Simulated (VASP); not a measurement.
## AgI: single point with PBE-based screened hybrid with 10 % exact exchange

AgI:

```
Ag I
1.0
    -2.32432    2.32432    3.29075
     2.32432   -2.32432    3.29075
     2.32432    2.32432   -3.29075
Ag I
1 1
Direct
  0.25000 0.75000 0.50000
  0.00000 0.00000 0.00000
```

- Program: VASP 6.6.1
- Task: single point
- Functional: PBE-based screened hybrid with 10 % exact exchange
- Potentials or basis: VASP PAW PBE potentials, release 64 (Ag, I)
- Cutoff: 400 eV
- k mesh: 4 × 4 × 4
- Occupations: gaussian, width 0.01 eV
- Spin: no spin polarisation
- Dipole correction: no
- Grid for exact exchange (PRECFOCK): Normal
- Share of exact exchange: 0.1
- Further INCAR settings: ALGO = Normal; EDIFF = 1e-06; NBANDS = 16
- Screening parameter: 0.5 1/Å

```json
{
  "Pressure": "0.6 GPa",
  "Band gap on the k mesh": "1.59 eV"
}
```

Levels at points of the mesh, in eV from the valence-band top:
| k point | band 7 | band 8 | band 9 | band 10 | band 11 | band 12 |
| --- | --- | --- | --- | --- | --- | --- |
| (0.00, 0.00, 0.00) | 0.00 | 0.00 | 0.00 | 1.59 | 6.06 | 6.07 |
| (0.50, 0.00, 0.00) | -2.98 | -0.68 | -0.68 | 3.03 | 6.52 | 6.52 |
| (0.50, 0.50, 0.00) | -2.57 | -1.69 | -1.69 | 3.92 | 4.10 | 8.65 |
| (0.50, 0.50, 0.50) | -2.57 | -1.69 | -1.69 | 3.92 | 4.11 | 8.64 |

It took 6.6 min on 1 thread of Intel(R) Xeon(R) Platinum 8488C (Sapphire Rapids), on a shared host, peak memory 0.28 GiB.

Caveat: the PAW data sets were made with another functional, which shifts forces and pressure a little; spin-orbit coupling is left out, which moves the levels of the heavy elements.
